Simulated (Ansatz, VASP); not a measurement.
**NbC2: VASP beside Ansatz**

```
CELL_PARAMETERS angstrom
3.17859 0.00000 0.00000
-1.58930 2.75274 0.00000
0.00000 0.00000 3.91341
ATOMIC_POSITIONS crystal
Nb 0.00000 0.00000 0.00000
C 0.33333 0.66667 0.33072
C 0.33333 0.66667 0.66928
```

Alike in both runs: task single point; functional PBE; k mesh 6 × 6 × 4; occupations gaussian, width 0.1 eV; collinear spin.

```csv
,VASP,Ansatz
version,VASP 6.6.1,Ansatz 0.2.0
potentials or method,"VASP PAW PBE potentials, release 64 (Nb_sv, C), cutoff 600 eV","scalar-relativistic, plane waves, PAW"
valence electrons in the cell,21,21
```

```tsv
	VASP	Ansatz	Ansatz less VASP
gap on the k mesh at the Fermi level (eV)	none	none	-
pressure (GPa)	-0.6	-0.3	+0.29
traceless stress, the component that is largest in VASP (GPa)	0.60	0.24	-0.357
rms of the force components (eV/Å)	0.023	0.064	+0.0413
net moment per atom (μB)	0.00	0.00	0.000
```

Atom by atom the forces differ by 0.041 eV/Å (rms over components). A gap of «none» marks a metal or a gap that the smearing closes. Ansatz's warnings: seeded moment not kept.

The k mesh is coarse, so the values compare programs but aren't converged.
